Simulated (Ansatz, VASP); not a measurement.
## TaN: VASP beside Ansatz

The input INCAR:

```
SYSTEM = TaN
  PREC = Accurate
  ENCUT = 700
  EDIFF = 1E-6
  ISMEAR = -1
  SIGMA = 0.05
  LREAL = .False.
  LASPH = .True.
  NELM = 200
  ALGO = Normal
  ISIF = 2
  LWAVE = .False.
  LCHARG = .False.
  LMAXMIX = 4
  LDAU = .True.
  LDAUTYPE = 2
  LDAUL = 2 -1
  LDAUU = 8 0
  LDAUJ = 0 0
  LDAUPRINT = 1
  GGA = PS
  NBANDS = 16
  GGA_COMPAT = .False.
```

KPOINTS

```
Automatic mesh
0
Gamma
  10 10 9
  0 0 0
```

File POSCAR:

```
TaN
1.0
    2.9380000000      0.0000000000      0.0000000000
   -1.4690000000      2.5443826363      0.0000000000
    0.0000000000      0.0000000000      2.8830000000
Ta N
1 1
Direct
    0.0000000000      0.0000000000      0.5000000000
    0.6666666667      0.3333333333      0.0000000000
```

Contents of input.yaml:

```yaml
crystal:
  lattice:
    - [2.938, 0.0, 0.0]
    - [-1.469, 2.5443826363, 0.0]
    - [0.0, 0.0, 2.883]
  atoms:
    - { symbol: Ta, position: [0.0, 0.0, 0.5] }
    - { symbol: "N", position: [0.6666666667, 0.3333333333, 0.0] }
hamiltonian:
  xc: pbesol
  pseudopotentials: { kind: paw }
  hubbard: { sites: [{ species: Ta, l: d, u_eff: 8.0 }] }
kpoints:
  mp_grid: { grid: [10, 10, 9] }
scf:
  occupations: { method: fermi_dirac, width: 0.05 }
  n_extra_bands: 6
output:
  forces: true
  stress: true
  eigenvalues: true
  dos: { projected: true, de: 0.05, nscf_kmesh: { grid: [15, 15, 14] } }
```

Alike in both runs: functional PBEsol; k mesh 10 × 10 × 9; occupations fermi-dirac, width 0.05 eV; no spin polarisation; Hubbard terms Ta d U = 8.0 eV.

```csv
,VASP,Ansatz
version,VASP 6.6.1,Ansatz 0.2.0
potentials or method,"VASP PAW PBE potentials, release 64 (Ta_sv_GW, N)",Ansatz PAW
plane-wave cutoff (eV),700,420
valence electrons in the cell,18,18
task,single point,projected density of states
```

|  | VASP | Ansatz | Ansatz less VASP |
| --- | --- | --- | --- |
| gap on the k mesh at the Fermi level (eV) | none | none | - |
| pressure (GPa) | 23.2 | 4.0 | -19.27 |
| traceless stress, the component that is largest in VASP (GPa) | 1.84 | -4.58 | -6.419 |

VASP's potentials were made for PBE, not for PBEsol. The programs project onto different local orbitals, so the same U acts differently, and such runs can settle in different states. A gap of «none» marks a metal or a gap that the smearing closes.

Spin-orbit coupling is off throughout.
